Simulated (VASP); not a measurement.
Wanted: the native input for a VASP 6.6.1 run.

* Task: single point
* Functional: PBE
* Potentials or basis: VASP PAW PBE potentials, release 64 (Sn_d, O)
* Cutoff: 520 eV
* k mesh: 12 × 12 × 12
* Occupations: gaussian, width 0.05 eV
* Spin: no spin polarisation
* Dipole correction: no
* Further INCAR settings: ALGO = Normal; EDIFF = 1e-07; NBANDS = 20

The structure of SnO2 lies in POSCAR:

```
SnO2
1.0
    1.5359500000      0.8867811460      4.6559333333
   -1.5359500000      0.8867811460      4.6559333333
    0.0000000000     -1.7735622919      4.6559333333
Sn O
1 2
Direct
    0.5000000000      0.5000000000      0.5000000000
    0.2348826742      0.2348826742      0.2348826742
    0.7651173258      0.7651173258      0.7651173258
```

One way to write it, as run:

INCAR

```
SYSTEM = SnO2
  ALGO = Normal
  EDIFF = 1E-7
  ENCUT = 520
  GGA = PE
  ISIF = 2
  ISMEAR = 0
  LASPH = .True.
  LCHARG = .False.
  LREAL = .False.
  LWAVE = .False.
  NBANDS = 20
  NELM = 100
  PREC = Accurate
  SIGMA = 0.05
```

KPOINTS

```
k-points
0
Gamma
  12 12 12
  0 0 0
```

Potentials or basis: VASP PAW PBE potentials, release 64 (Sn_d, O).

Run with:

```sh
$ cat potpaw_PBE.64/Sn_d/POTCAR potpaw_PBE.64/O/POTCAR > POTCAR
$ mpirun -np 1 vasp_std > vasp.out
```

Results of the run:

```
Pressure               : 32.3 GPa
Largest force          : 2.264 eV/Å
Band gap on the k mesh : 3.15 eV, indirect (least direct gap 3.53 eV)
```

Caveat: spin-orbit coupling is left out, which moves the levels of the heavy elements; forces of over 1 eV/Å act on the atoms, so gaps and moduli don't describe the material at rest.

Wall time 3.1 min on 1 thread of Intel(R) Xeon(R) Platinum 8559C (Emerald Rapids), with other jobs on the host, peak memory 0.32 GiB.
